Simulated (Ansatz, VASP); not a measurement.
One calculation of W3O, two programs

```
W O
1.0
     5.07988    0.00000    0.00000
     0.00000    5.07988    0.00000
     0.00000    0.00000    4.88450
W O
6 2
Direct
  0.50000 0.75000 0.00000
  0.00000 0.50000 0.75000
  0.25000 0.00000 0.50000
  0.50000 0.25000 0.00000
  0.00000 0.50000 0.25000
  0.75000 0.00000 0.50000
  0.50000 0.50000 0.50000
  0.00000 0.00000 0.00000
```

Change from the starting cell: strain +0.040 along x and y, +0.000 along z, atoms carried along.

Alike in both runs: task single point; functional PBE; k mesh 8 × 8 × 8; occupations gaussian, width 0.15 eV; no spin polarisation.

|  | VASP | Ansatz |
| --- | --- | --- |
| version | VASP 6.6.1 | Ansatz 0.2.0 |
| potentials or method | VASP PAW PBE potentials, release 64 (W_sv, O), cutoff 520 eV | scalar-relativistic, plane waves, PAW |
| valence electrons in the cell | 96 | 96 |

|  | VASP | Ansatz | Ansatz less VASP |
| --- | --- | --- | --- |
| gap on the k mesh at the Fermi level (eV) | none | none | - |
| pressure (GPa) | -15.6 | -16.1 | -0.45 |
| traceless stress, the component that is largest in VASP (GPa) | 2.19 | 1.97 | -0.218 |
| rms of the force components (eV/Å) | 0.138 | 0.137 | -0.0005 |

Atom by atom the forces differ by 0.000 eV/Å (rms over components). A gap of «none» marks a metal or a gap that the smearing closes.

Neither program's run includes spin-orbit coupling.
